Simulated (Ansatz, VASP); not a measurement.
# One calculation of Ir, two programs

```xyz
4
Lattice="2.7024 0.0000 0.0000 -1.3512 2.3404 0.0000 0.0000 0.0000 8.8286" Properties=species:S:1:pos:R:3 pbc="T T T"
Ir    1.3512    2.3404    0.0000
Ir    1.3512    2.3404    4.4143
Ir    0.0000    1.5602    2.2072
Ir    1.3512    0.7801    6.6215
```

Alike in both runs: task single point; functional PBE; k mesh 15 × 15 × 4; occupations fermi-dirac, width 0.1 eV; no spin polarisation.

```csv
,VASP,Ansatz
version,VASP 6.6.1,Ansatz 0.2.0
potentials or method,"VASP PAW PBE potentials, release 64 (Ir), cutoff 520 eV","plane waves (420 eV) with PAW, scalar-relativistic"
valence electrons in the cell,36,68
```

Ansatz gave:

```
pressure (GPa)                                                : 15.4
traceless stress, the component that is largest in VASP (GPa) : 0.07
```

**Question.** Which values does VASP return?

**Answer.** Pressure (GPa): 16.1; traceless stress, the component that is largest in VASP (GPa): 0.07.

VASP's potentials hold 36 valence electrons a cell and Ansatz's 68, so a difference there can come from the potentials and not from the codes.

Neither program's run includes spin-orbit coupling.
